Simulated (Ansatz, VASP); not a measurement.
**Two plane-wave programs on Fe**

```
Fe
1.0
     2.37134    0.00000    0.00000
     0.00000    2.37134    0.00000
     0.00000    0.00000    2.37134
Fe
1
Direct
  0.00000 0.00000 0.00000
```

Alike in both runs: task single point; functional PBE; k mesh 22 × 22 × 22; occupations fermi-dirac, width 0.05 eV; collinear spin.

|  | VASP | Ansatz |
| --- | --- | --- |
| version | VASP 6.6.1 | Ansatz 0.2.0 |
| potentials or method | VASP PAW PBE potentials, release 64 (Fe), cutoff 520 eV | plane waves (420 eV) with PAW, scalar-relativistic |
| valence electrons in the cell | 8 | 16 |

VASP gave:

```
net moment per atom (μB)                                      : 2.40
size of the moment on the site where the two differ most (μB) : 2.38
```

Problem. Estimate Ansatz's values.

Solution. net moment per atom (μB): 2.39; size of the moment on the site where the two differ most (μB): 2.37.

Site moments also hang on the region over which each program counts them. VASP's potentials hold 8 valence electrons a cell and Ansatz's 16, so a difference there can come from the potentials and not from the codes.
